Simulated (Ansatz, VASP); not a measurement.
## One calculation of VMo3S8, two programs

File INCAR:

```
SYSTEM = VMo3S8
ALGO = Normal
EDIFF = 1E-6
ENCUT = 520
GGA = PE
ISIF = 2
ISMEAR = 0
LASPH = .True.
LCHARG = .False.
LREAL = .False.
LWAVE = .False.
NBANDS = 64
NELM = 100
PREC = Accurate
SIGMA = 0.1
```

Contents of KPOINTS:

```
k-points
0
Gamma
  12 12 2
  0 0 0
```

The input POSCAR:

```
VMo3S8
1.0
    3.1901146296      0.0000000000      0.0000000000
   -1.5950573148      2.7627203102      0.0000000000
    0.0000000000      0.0000000000     27.2541459747
V Mo S
1 3 8
Direct
    0.0000000000      0.0000000000      0.0000000000
    0.0000000000      0.0000000000      0.2489445963
    0.0000000000      0.0000000000      0.5000000000
    0.0000000000      0.0000000000      0.7510554037
    0.6666666667      0.3333333333      0.1908030758
    0.6666666667      0.3333333333      0.4418206086
    0.6666666667      0.3333333333      0.6928720169
    0.6666666667      0.3333333333      0.9462705291
    0.3333333333      0.6666666667      0.0537294709
    0.3333333333      0.6666666667      0.3071279831
    0.3333333333      0.6666666667      0.5581793914
    0.3333333333      0.6666666667      0.8091969242
```

Input for Ansatz:

```yaml
crystal:
  lattice:
    - [3.1901146296, 0.0, 0.0]
    - [-1.5950573148, 2.7627203102, 0.0]
    - [0.0, 0.0, 27.2541459747]
  atoms:
    - { symbol: V, position: [0.0, 0.0, 0.0] }
    - { symbol: Mo, position: [0.0, 0.0, 0.2489445963] }
    - { symbol: Mo, position: [0.0, 0.0, 0.5] }
    - { symbol: Mo, position: [0.0, 0.0, 0.7510554037] }
    - { symbol: S, position: [0.6666666667, 0.3333333333, 0.1908030758] }
    - { symbol: S, position: [0.6666666667, 0.3333333333, 0.4418206086] }
    - { symbol: S, position: [0.6666666667, 0.3333333333, 0.6928720169] }
    - { symbol: S, position: [0.6666666667, 0.3333333333, 0.9462705291] }
    - { symbol: S, position: [0.3333333333, 0.6666666667, 0.0537294709] }
    - { symbol: S, position: [0.3333333333, 0.6666666667, 0.3071279831] }
    - { symbol: S, position: [0.3333333333, 0.6666666667, 0.5581793914] }
    - { symbol: S, position: [0.3333333333, 0.6666666667, 0.8091969242] }
basis:
  ecutwfc: 420
kpoints:
  mp_grid: { grid: [12, 12, 2] }
  band_path:
    path:
      - [[0.0, 0.0, 0.0], [0.5, 0.0, 0.0], [0.33333333, 0.33333333, 0.0], [0.0, 0.0, 0.0], [0.0, 0.0, 0.5], [0.5, 0.0, 0.5], [0.33333333, 0.33333333, 0.5], [0.0, 0.0, 0.5]]
      - [[0.5, 0.0, 0.5], [0.5, 0.0, 0.0]]
      - [[0.33333333, 0.33333333, 0.5], [0.33333333, 0.33333333, 0.0]]
    npoints: 10
hamiltonian:
  xc: pbe
scf:
  occupations: { method: gaussian, width: 0.1 }
  n_extra_bands: 30
output:
  forces: true
  stress: true
  eigenvalues: true
  populations: true
  dos: { projected: true, de: 0.02, nscf_kmesh: { grid: [15, 15, 3] } }
  bader: false
  write_density: true
  write_potential: true
  elf: true
  volumetric_format: npy
checkpoint:
  read: start.run
  write: ck
  compress: false
  write_wavefunctions: false
  write_every: 100000
```

Alike in both runs: task single point; functional PBE; k mesh 12 × 12 × 2; occupations gaussian, width 0.1 eV; no spin polarisation.

|  | VASP | Ansatz |
| --- | --- | --- |
| version | VASP 6.6.1 | Ansatz 0.2.0 |
| potentials or method | VASP PAW PBE potentials, release 64 (V_sv, Mo_sv, S), cutoff 520 eV | scalar-relativistic, plane waves, PAW |
| valence electrons in the cell | 103 | 103 |

```tsv
	VASP	Ansatz	Ansatz less VASP
gap on the k mesh at the Fermi level (eV)	none	none	-
pressure (GPa)	-0.1	0.0	+0.10
```

A gap of «none» marks a metal or a gap that the smearing closes. With one functional, cell and mesh, what is left measures potentials, basis and numerics.
